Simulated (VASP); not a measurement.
Input of a VASP 6.6.1 run:

INCAR

```
PREC = Accurate
ENCUT = 1300
EDIFF = 1E-6
ISMEAR = 0
SIGMA = 0.05
LREAL = F
LASPH = T
NELM = 120
ALGO = Normal
ISIF = 2
LWAVE = F
LCHARG = F
GGA = CA
NBANDS = 11
GGA_COMPAT = F
```

KPOINTS

```
Automatic mesh
0
Gamma
  12 12 12
```

Contents of POSCAR:

```
C
1.0
    0.0000000000      1.8234990611      1.6557371475
    1.8234990611      0.0000000000      1.6557371475
    1.8234990611      1.8234990611      0.0000000000
C
2
Direct
    0.5000000000      0.5000000000      0.5000000000
    0.7500000000      0.7500000000      0.7500000000
```

Potentials or basis: VASP PAW LDA potentials, release 64 (C_h).

Command:

```sh
$ cat potpaw_LDA.64/C_h/POTCAR > POTCAR
$ mpirun -np 1 vasp_std > vasp.out
```

(1) Predict the band gap on the k mesh.

(2) What does it give for the pressure?

Results:

(1) 1.80 eV (least direct gap 4.04 eV).

(2) 1.1 GPa.

Caveat: the stress differs along the axes, from -27 to 56 GPa.
